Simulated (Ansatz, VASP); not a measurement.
## Si in VASP and in Ansatz

INCAR

```
SYSTEM = Si
PREC = Accurate ; ENCUT = 520
EDIFF = 1E-6 ; ISMEAR = 0
SIGMA = 0.05 ; LREAL = .FALSE.
LASPH = .TRUE. ; NELM = 80
ALGO = Normal ; ISIF = 2
LWAVE = .FALSE. ; LCHARG = .FALSE.
GGA = PE ; NBANDS = 26
```

File KPOINTS:

```
regular mesh
0
G
  10 10 4
  0 0 0
```

Contents of POSCAR:

```
Si
1.0
    0.0000000000      0.0000000000      3.8608359371
    3.3455832253     -3.3455832253     -1.9304179686
    6.6911664507      6.6911664507      0.0000000000
Si
8
Direct
   -0.0506127059      0.0000000000      0.1786105076
    0.4694903777      0.0000000000      0.6786105076
    0.4694903777      0.0000000000      0.3213894924
   -0.0506127059      0.0000000000      0.8213894924
    0.7516118576      0.6427789847      0.0000000000
    0.4722894553      0.6427789847      0.5000000000
    0.1088328729      0.3572210153      0.0000000000
    0.8295104706      0.3572210153      0.5000000000
```

Input for Ansatz:

```yaml
crystal:
  lattice:
    - [0.0, 0.0, 3.8608359371]
    - [3.3455832253, -3.3455832253, -1.9304179686]
    - [6.6911664507, 6.6911664507, 0.0]
  atoms:
    - { symbol: Si, position: [-0.0506127059, 0.0, 0.1786105076] }
    - { symbol: Si, position: [0.4694903777, 0.0, 0.6786105076] }
    - { symbol: Si, position: [0.4694903777, 0.0, 0.3213894924] }
    - { symbol: Si, position: [-0.0506127059, 0.0, 0.8213894924] }
    - { symbol: Si, position: [0.7516118576, 0.6427789847, 0.0] }
    - { symbol: Si, position: [0.4722894553, 0.6427789847, 0.5] }
    - { symbol: Si, position: [0.1088328729, 0.3572210153, 0.0] }
    - { symbol: Si, position: [0.8295104706, 0.3572210153, 0.5] }
basis:
  ecutwfc: 420
kpoints:
  mp_grid: { grid: [10, 10, 4] }
hamiltonian:
  xc: pbe
  pseudopotentials: { kind: paw, azcp: { folder: soft_1 } }
scf:
  occupations: { method: gaussian, width: 0.05 }
output:
  forces: true
  stress: true
  eigenvalues: true
```

Change from the starting cell: mode 4 frozen in at -0.426 Å and mode 7 at -0.157 Å (largest displacements).

Alike in both runs: task single point; functional PBE; k mesh 10 × 10 × 4; occupations gaussian, width 0.05 eV; no spin polarisation.

|  | VASP | Ansatz |
| --- | --- | --- |
| version | VASP 6.6.1 | Ansatz 0.2.0 |
| potentials or method | VASP PAW PBE potentials, release 64 (Si), cutoff 520 eV | scalar-relativistic, plane waves, PAW |
| valence electrons in the cell | 32 | 32 |

Ansatz gave:

| Item | Value |
| --- | --- |
| gap on the k mesh at the Fermi level (eV) | none |
| pressure (GPa) | -1.4 |
| traceless stress, the component that is largest in VASP (GPa) | 0.30 |
| rms of the force components (eV/Å) | 0.494 |

**Question.** Which values does VASP return?

**Answer.** gap on the k mesh at the Fermi level (eV): none; pressure (GPa): -1.5; traceless stress, the component that is largest in VASP (GPa): 0.30; rms of the force components (eV/Å): 0.494.

Atom by atom the forces differ by 0.002 eV/Å (rms over components). A gap of «none» marks a metal or a gap that the smearing closes.
